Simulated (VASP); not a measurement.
Ni: single point with PBEsol

Ni:

```
Ni
1.0
    -1.38372    1.33183    1.38372
     1.38372   -1.33183    1.38372
     1.38372    1.33183   -1.38372
Ni
1
Direct
  0.00000 0.00000 0.00000
```

This cell differs from its parent crystal: strain -0.0375 x Voigt [0, 1, 0, 0, 0, 0].

```yaml
Program: VASP 6.6.1
Task: single point
Functional: PBEsol
Potentials_or_basis: VASP PAW PBE potentials, release 64 (Ni)
Cutoff: 520 eV
k_mesh: 24 × 24 × 24
Occupations: gaussian, width 0.15 eV
Spin: collinear spin, ferromagnetic start
Starting_moments: "[0.5] μB"
Dipole_correction: no
Further_INCAR_settings: ALGO = Fast; EDIFF = 1e-06; NBANDS = 15
```

* Pressure: 5.8 GPa
* Net moment: 0.49 μB per cell
* Site moments: Ni +0.49 μB
* Valence electrons inside the program's atomic spheres: Ni 9.44

Stress tensor (GPa, compression positive):
```
6.69 0.00 0.00
0.00 3.97 0.00
0.00 0.00 6.69
```

Levels at points of the mesh, in eV from the Fermi level:
Spin up:
```tsv
k point	band 2	band 3	band 4	band 5	band 6	band 7	band 8	band 9
(0.00, 0.00, 0.00)	-2.55	-2.33	-2.33	-1.04	-0.74	26.76	26.76	27.78
(0.50, 0.00, 0.00)	-3.51	-0.90	-0.66	0.07	0.27	7.16	19.36	20.56
(0.00, 0.50, 0.00)	-3.25	-1.14	-0.74	-0.06	0.05	6.70	20.33	21.84
(0.50, 0.50, 0.50)	-4.54	-0.19	-0.19	-0.14	9.62	9.62	11.23	15.91
```
Spin down:
```csv
k point,band 1,band 2,band 3,band 4,band 5,band 6,band 7,band 8,band 9,band 10
"(0.00, 0.00, 0.00)",-9.37,-1.96,-1.77,-1.77,-0.56,-0.31,26.71,26.71,27.72,32.09
"(0.50, 0.00, 0.00)",-4.64,-2.99,-0.43,-0.15,0.27,0.74,7.47,19.33,20.66,24.57
"(0.00, 0.50, 0.00)",-4.66,-2.73,-0.61,-0.30,-0.07,0.69,7.04,20.29,21.95,25.53
"(0.50, 0.50, 0.50)",-4.27,-4.21,0.45,0.45,0.54,9.67,9.67,11.28,16.03,16.76
```

Wall time 9.4 min on 1 thread of Oxide Virtual Turin-like Processor, on a shared host, peak memory 0.3 GiB.

Caveat: the cell differs from its parent crystal (strain -0.0375 x Voigt [0, 1, 0, 0, 0, 0]); the cell stands under pressure; the PAW data sets were made with another functional, which shifts forces and pressure a little.
